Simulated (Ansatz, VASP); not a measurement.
SnSe2 in VASP and in Ansatz

Contents of INCAR:

```
SYSTEM = SnSe2
PREC = Accurate
ENCUT = 500
EDIFF = 1E-6
ISMEAR = -1
SIGMA = 0.0272
LREAL = .FALSE.
LASPH = .TRUE.
NELM = 120
ALGO = Normal
ISIF = 2
LWAVE = .FALSE.
LCHARG = .FALSE.
GGA = CA
NBANDS = 20
GGA_COMPAT = .FALSE.
```

KPOINTS

```
Automatic mesh
0
G
  6 6 4
  0 0 0
```

The input POSCAR:

```
SnSe2
1.0
    3.8110000000      0.0000000000      0.0000000000
   -1.9055000000      3.3004228138      0.0000000000
    0.0000000000      0.0000000000      6.1360000000
Sn Se
1 2
Direct
    0.0000000000      0.0000000000      0.0000000000
    0.3333333330      0.6666666670      0.2490000000
    0.6666666670      0.3333333330      0.7510000000
```

Input for Ansatz:

```yaml
crystal:
  lattice:
    - [3.811, 0.0, 0.0]
    - [-1.9055, 3.3004228138, 0.0]
    - [0.0, 0.0, 6.136]
  atoms:
    - { symbol: Sn, position: [0.0, 0.0, 0.0] }
    - { symbol: Se, position: [0.333333333, 0.666666667, 0.249] }
    - { symbol: Se, position: [0.666666667, 0.333333333, 0.751] }
kpoints:
  mp_grid: { grid: [6, 6, 4] }
scf:
  occupations: { method: fermi_dirac, width: 0.0272 }
hamiltonian:
  xc: lda
  pseudopotentials: { kind: paw }
output:
  forces: true
  stress: true
  eigenvalues: true
  core_levels:
    shells: { Se: ["3p"] }
    counted_from: conduction_bottom
    add_spin: always
```

Alike in both runs: task single point; functional LDA; k mesh 6 × 6 × 4; occupations fermi-dirac, width 0.0272 eV; no spin polarisation.

```csv
,VASP,Ansatz
version,VASP 6.6.1,Ansatz 0.2.0
potentials or method,"VASP PAW LDA potentials, release 64 (Sn_d, Se)","PAW with Ansatz's default frozen-core files, scalar-relativistic"
plane-wave cutoff (eV),500,420
valence electrons in the cell,26,46
```

Ansatz gave:

```
pressure (GPa)                                                : 0.8
traceless stress, the component that is largest in VASP (GPa) : 1.01
rms of the force components (eV/Å)                            : 0.221
```

Problem. Estimate VASP's values.

Solution. Pressure (GPa): 1.0; traceless stress, the component that is largest in VASP (GPa): 1.01; rms of the force components (eV/Å): 0.234.

LDA's correlation is that of Perdew and Zunger in VASP and of Perdew and Wang (1992) in Ansatz. Atom by atom the forces differ by 0.013 eV/Å (rms over components). VASP's potentials hold 26 valence electrons a cell and Ansatz's 46, so a difference there can come from the potentials and not from the codes.
